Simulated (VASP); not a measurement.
# Bi (Im-3m) in VASP: further runs, part 2 of 2

VASP 6.6.1. Earlier steps stand in the parts before.

### 3 Single point, PBE

Input file INCAR:

```
SYSTEM = Bi
PREC = Accurate
ENCUT = 520
EDIFF = 1E-6
ISMEAR = -1
SIGMA = 0.1
LREAL = .FALSE.
LASPH = .TRUE.
NELM = 100
ALGO = Normal
ISIF = 2
LWAVE = .FALSE.
LCHARG = .TRUE.
GGA = PE
LELF = .TRUE.
LVHAR = .TRUE.
NBANDS = 14
```

Input file KPOINTS:

```
regular mesh
0
G
  16 16 16
  0 0 0
```

Input file POSCAR:

```
Bi
1.0
   -1.9005707680      1.9005707680      1.9005707680
    1.9005707680     -1.9005707680      1.9005707680
    1.9005707680      1.9005707680     -1.9005707680
Bi
1
Direct
    0.0000000000      0.0000000000      0.0000000000
```

Potentials or basis: VASP PAW PBE potentials, release 64 (Bi_d).

The run is started by

```console
$ cat potpaw_PBE.64/Bi_d/POTCAR > POTCAR
$ mpirun -np 1 vasp_std > vasp.out
```

OUTCAR:

```text
SYSTEM = Bi
   PREC = Accurate
   ENCUT = 520
   EDIFF = 1E-6
   ISMEAR = -1
   LREAL = .FALSE.
   LASPH = .TRUE.
   NELM = 100
   ISIF = 2
   GGA = PE

 ion  position               nearest neighbor table
   1  0.000  0.000  0.000-

  LATTYP: Found a body centered cubic cell.
 ALAT       =     3.8011415360

  Lattice vectors:

 A1 = (  -1.9005707680,   1.9005707680,   1.9005707680)
 A2 = (   1.9005707680,  -1.9005707680,   1.9005707680)
 A3 = (   1.9005707680,   1.9005707680,  -1.9005707680)

Analysis of symmetry for initial positions (statically):
=====================================================================
 Subroutine PRICEL returns:
 Original cell was already a primitive cell.

 Routine SETGRP: Setting up the symmetry group for a
 body centered cubic supercell.

 Subroutine GETGRP returns: Found 48 space group operations
 (whereof 48 operations were pure point group operations)
 out of a pool of 48 trial point group operations.

The static configuration has the point symmetry O_h .

Analysis of symmetry for dynamics (positions and initial velocities):
[... 161 lines left out ...]
 Fermi energy:         9.5691798369

 k-point     1 :       0.0000    0.0000    0.0000
  band No.  band energies     occupation
      1     -13.5889      2.00000
      2     -13.5889      2.00000
      3     -13.5889      2.00000
      4     -13.3957      2.00000
      5     -13.3957      2.00000
      6      -4.8893      2.00000
      7      15.6663      0.00000
      8      15.6663      0.00000
      9      15.6663      0.00000
     10      20.0512      0.00000
     11      20.0512      0.00000
     12      20.0512      0.00000
     13      20.4519      0.00000
     14      22.1069      0.00000
[... 377 lines left out ...]
      1     -13.6116      2.00000
      2     -13.5342      2.00000
      3     -13.4261      2.00000
      4     -13.4153      2.00000
      5     -13.3461      2.00000
      6      -2.0341      2.00000
      7       6.3382      2.00000
      8       9.3637      1.77283
      9      12.8226      0.00000
     10      18.1288      0.00000
     11      19.4518      0.00000
     12      21.8981      0.00000
     13      24.2892      0.00000
     14      24.3990      0.00000

 [... further k-points ...]
[... 5 lines left out ...]
  --------------------------------------------------------------------------------------
  -------------------------------------------------------------------------------------
  Total        1.7212341      1.7212341      1.7212341     -0.0000000     -0.0000000     -0.0000000
  in kB      100.4242025    100.4242025    100.4242025     -0.0000000     -0.0000000     -0.0000000
  external PRESSURE =     100.4242025 kB  Pullay stress =       0.0000000 kB

 VOLUME and BASIS-vectors are now :
 -----------------------------------------------------------------------------
  energy-cutoff  :      520.00
  volume of cell :       27.46
      direct lattice vectors                 reciprocal lattice vectors
    -1.900570768  1.900570768  1.900570768     0.000000000  0.263078865  0.263078865
     1.900570768 -1.900570768  1.900570768     0.263078865  0.000000000  0.263078865
     1.900570768  1.900570768 -1.900570768     0.263078865  0.263078865  0.000000000

 POSITION                                       TOTAL-FORCE (eV/Angst)
 -----------------------------------------------------------------------------------
      0.00000      0.00000      0.00000         0.000000      0.000000     -0.000000
 -----------------------------------------------------------------------------------
    total drift:                               -0.000000      0.000000      0.000000

  FREE ENERGIE OF THE ION-ELECTRON SYSTEM (eV)
  ---------------------------------------------------
  free  energy   TOTEN  =        -3.6514887548 eV

  energy  without entropy=       -3.6326614947  energy(sigma->0) =       -3.64207512
```

OSZICAR:

```text
N       E                     dE             d eps       ncg     rms          rms(c)
DAV:   1     0.113114264489E+03    0.11311E+03   -0.77287E+03  4128   0.129E+03
DAV:   2     0.265174637271E+01   -0.11046E+03   -0.10703E+03  4438   0.343E+02
DAV:   3    -0.351531042811E+01   -0.61671E+01   -0.61412E+01  5118   0.777E+01
DAV:   4    -0.365138194152E+01   -0.13607E+00   -0.13603E+00  5142   0.121E+01
DAV:   5    -0.365711935839E+01   -0.57374E-02   -0.57372E-02  5708   0.230E+00    0.493E-01
DAV:   6    -0.365273918153E+01    0.43802E-02   -0.66325E-03  5488   0.117E+00    0.280E-01
DAV:   7    -0.365147339149E+01    0.12658E-02   -0.38919E-03  5464   0.935E-01    0.754E-02
DAV:   8    -0.365149467243E+01   -0.21281E-04   -0.42762E-04  5312   0.289E-01    0.742E-03
DAV:   9    -0.365149104809E+01    0.36243E-05   -0.88571E-06  5800   0.407E-02    0.407E-03
DAV:  10    -0.365148875360E+01    0.22945E-05   -0.93765E-07  3878   0.126E-02    0.629E-04
DAV:  11    -0.365148875484E+01   -0.12378E-08   -0.19865E-07  3278   0.732E-03
   1 F= -.36514888E+01 E0= -.36420751E+01  d E =-.188273E-01
```

It took 30 s on 1 thread of Intel Xeon Platinum 8259CL at 2.50GHz (Skylake/Cascade Lake), shared host; peak memory 0.17 GiB.

What came out:

```
Free energy : -3.6515 eV
Pressure    : 10.0 GPa
```

Levels at points of the mesh, in eV from the Fermi level:
| k point | band 4 | band 5 | band 6 | band 7 | band 8 | band 9 | band 10 | band 11 | band 12 | band 13 |
| --- | --- | --- | --- | --- | --- | --- | --- | --- | --- | --- |
| (0.00, 0.00, 0.00) | -22.96 | -22.96 | -14.46 | 6.10 | 6.10 | 6.10 | 10.48 | 10.48 | 10.48 | 10.88 |
| (0.50, 0.00, 0.00) | -22.97 | -22.84 | -10.64 | -5.84 | 1.83 | 3.80 | 6.47 | 7.92 | 13.18 | 14.07 |
| (0.50, 0.50, 0.50) | -22.87 | -22.87 | -7.92 | -2.09 | -2.09 | -2.09 | 3.42 | 3.42 | 15.69 | 18.80 |

Caveat: spin-orbit coupling is left out, which moves the levels of the heavy elements.

### 4 Relaxation of cell and atoms, PBE, target pressure 10.1 GPa, at which the enthalpy is minimised

Input file INCAR:

```
PREC     = Accurate       # precision mode
ENCUT    = 600            # plane-wave cutoff, eV
EDIFF    = 1E-7           # SCF threshold, eV
ISMEAR   = -1             # smearing method
SIGMA    = 0.1            # smearing width, eV
LREAL    = F              # projectors in reciprocal space
LASPH    = T              # aspherical terms in the spheres
NELM     = 100            # most SCF steps
ALGO     = Normal         # electronic algorithm
ISIF     = 3              # what is computed and relaxed
LWAVE    = F              # write WAVECAR
LCHARG   = F              # write CHGCAR
GGA      = PE             # functional
IBRION   = 2              # ionic algorithm
NSW      = 80             # ionic steps
EDIFFG   = -0.002         # ionic threshold
PSTRESS  = 101.0
```

Input file KPOINTS:

```
Automatic mesh
0
Gamma
  16 16 16
```

Input file POSCAR:

```
Bi
1.0
   -1.9007245728      1.9007245728      1.9007245728
    1.9007245728     -1.9007245728      1.9007245728
    1.9007245728      1.9007245728     -1.9007245728
Bi
1
Direct
    0.0000000000      0.0000000000      0.0000000000
```

The run is started by

```console
$ cat potpaw_PBE.64/Bi_d/POTCAR > POTCAR
$ mpirun -np 1 vasp_std > vasp.out
```

Wall time 71 s (1 thread of Intel Xeon Platinum 8259CL at 2.50GHz (Skylake/Cascade Lake), shared host); peak memory 0.19 GiB.

The run converged. Its results:

```yaml
Free_energy: -3.6513 eV
Relaxed_volume: 27.46 Å³/atom
Relaxed_cell: a = 3.292 Å, b = 3.292 Å, c = 3.292 Å, α = 109.47°, β = 109.47°, γ = 109.47°
Space_group_after_relaxing_to_0.05_Å: Im-3m (No. 229)
Energy_change_on_relaxing_the_enthalpy_is_what_falls: +0.6 meV/atom
Ionic_steps: 2
Pressure_after_relaxing: 10.1 GPa
```

Step by step:
```csv
step,energy change (eV),largest force (eV/Å),pressure (GPa),volume (Å³)
1,0.0000,0.0000,10.09,27.47
2,0.0006,0.0000,10.11,27.46
```

Final structure:
```
Bi
1.0
    -1.90050    1.90050    1.90050
     1.90050   -1.90050    1.90050
     1.90050    1.90050   -1.90050
Bi
1
Direct
  0.00000 0.00000 0.00000
```

Levels at points of the mesh, in eV from the Fermi level:
```
           k point  band 6  band 7  band 8  band 9  band 10  band 11
(0.00, 0.00, 0.00)  -14.46    6.10    6.10    6.10    10.48    10.48
(0.50, 0.00, 0.00)  -10.64   -5.84    1.83    3.80     6.47     7.92
(0.50, 0.50, 0.50)   -7.92   -2.09   -2.09   -2.09     3.42     3.42
```

Caveat: the cell is relaxed towards a set pressure, so the enthalpy falls and the energy may rise; spin-orbit coupling is left out, which moves the levels of the heavy elements.

### 5 Single point, PBE

This run uses another cell than the first one, of 31.12 Å³/atom, 1.133 times its volume.

Input file INCAR:

```
SYSTEM = Bi
  ALGO = Fast
  EDIFF = 1E-6
  ENCUT = 520
  GGA = PE
  ISIF = 2
  ISMEAR = 0
  LASPH = .True.
  LCHARG = .False.
  LREAL = .False.
  LWAVE = .False.
  NBANDS = 14
  NELM = 80
  PREC = Accurate
  SIGMA = 0.1
```

Input file KPOINTS:

```
k-points
0
Gamma
  6 6 6
  0 0 0
```

Input file POSCAR:

```
Bi
1.0
   -1.9814305318      1.9814305318      1.9814305318
    1.9814305318     -1.9814305318      1.9814305318
    1.9814305318      1.9814305318     -1.9814305318
Bi
1
Direct
    0.0000000000      0.0000000000      0.0000000000
```

The run is started by

```console
$ cat potpaw_PBE.64/Bi_d/POTCAR > POTCAR
$ mpirun -np 1 vasp_std > vasp.out
```

Wall time 6.8 s (1 thread of AMD EPYC 7R13 (Zen 3), shared host); peak memory 0.12 GiB.

Results (log left out):

```yaml
Free_energy: -3.7378 eV
Pressure: 1.0 GPa
```

Levels at points of the mesh, in eV from the Fermi level:
| k point | band 3 | band 4 | band 5 | band 6 | band 7 | band 8 | band 9 | band 10 | band 11 | band 12 |
| --- | --- | --- | --- | --- | --- | --- | --- | --- | --- | --- |
| (0.00, 0.00, 0.00) | -22.72 | -22.59 | -22.59 | -13.20 | 5.44 | 5.44 | 5.44 | 9.45 | 10.79 | 10.79 |
| (0.50, 0.00, 0.00) | -22.60 | -22.60 | -22.51 | -10.15 | -4.75 | 1.89 | 3.78 | 6.29 | 7.88 | 12.71 |
| (0.50, 0.50, 0.50) | -22.52 | -22.52 | -22.52 | -8.04 | -1.49 | -1.49 | -1.49 | 3.85 | 3.85 | 15.66 |

Caveat: the k points lie up to 0.37 Å⁻¹ apart; spin-orbit coupling is left out, which moves the levels of the heavy elements.

### 6 Single point, PBE (volume scaled by 0.88)

Input file INCAR:

```
PREC = Accurate
ENCUT = 520
EDIFF = 1E-6
ISMEAR = 0
SIGMA = 0.1
LREAL = False
LASPH = True
NELM = 60
ALGO = Fast
ISIF = 2
LWAVE = False
LCHARG = True
GGA = PE
LELF = True
LVHAR = True
NBANDS = 14
```

Input file KPOINTS:

```
regular mesh
0
Gamma
  16 16 16
```

Input file POSCAR:

```
Bi
1.0
   -1.9087128159      1.9087128159      1.9087128159
    1.9087128159     -1.9087128159      1.9087128159
    1.9087128159      1.9087128159     -1.9087128159
Bi
1
Direct
    0.0000000000      0.0000000000      0.0000000000
```

Potentials or basis: VASP PAW PBE potentials, release 64 (Bi_d).

The run is started by

```console
$ cat potpaw_PBE.64/Bi_d/POTCAR > POTCAR
$ mpirun -np 1 vasp_std > vasp.out
```

Wall time 53 s (1 thread of AMD EPYC 7R13 (Zen 3), shared host); peak memory 0.16 GiB.

The run converged. Its results:

```
Free energy : -3.6645 eV
Pressure    : 8.7 GPa
```

Levels at points of the mesh, in eV from the Fermi level:
```csv
k point,band 4,band 5,band 6,band 7,band 8,band 9,band 10,band 11,band 12,band 13
"(0.00, 0.00, 0.00)",-22.95,-22.95,-14.35,6.00,6.00,6.00,10.49,10.49,10.49,10.70
"(0.50, 0.00, 0.00)",-22.96,-22.83,-10.62,-5.75,1.81,3.78,6.42,7.89,13.10,14.04
"(0.50, 0.50, 0.50)",-22.86,-22.86,-7.96,-2.05,-2.05,-2.05,3.44,3.44,15.67,18.69
```

Caveat: the cell differs from its parent crystal (volume scaled by 0.88); spin-orbit coupling is left out, which moves the levels of the heavy elements.

### 7 Overview

| task | cell | k mesh | cutoff (eV) | smearing | gap on the mesh (eV) | pressure (GPa) |
| --- | --- | --- | --- | --- | --- | --- |
| single point | a = 3.292 Å, angles 109.5°, 1 atom | 16 × 16 × 16 | 520 | fermi-dirac 0.1 eV | none | 10.0 |
| relaxation of cell and atoms | relaxed to 10.1 GPa from a = 3.292 Å, angles 109.5°, 1 atom | 16 × 16 × 16 | 600 | fermi-dirac 0.1 eV | none | 10.1 |
| single point | a = 3.432 Å, angles 109.5°, 1 atom | 6 × 6 × 6 | 520 | gaussian 0.1 eV | none | 1.0 |
| single point | a = 3.306 Å, angles 109.5°, 1 atom | 16 × 16 × 16 | 520 | gaussian 0.1 eV | none | 8.7 |

Alike in all rows: level PBE; potentials or basis VASP PAW PBE potentials, release 64 (Bi_d); no spin polarisation.

Caveats: some runs use coarse meshes; spin-orbit coupling is left out, which moves the levels of the heavy elements; the cell is relaxed towards a set pressure, so the enthalpy falls and the energy may rise (some runs).

Total energies depend on the potentials used, so only differences within one code and one set of settings carry meaning.
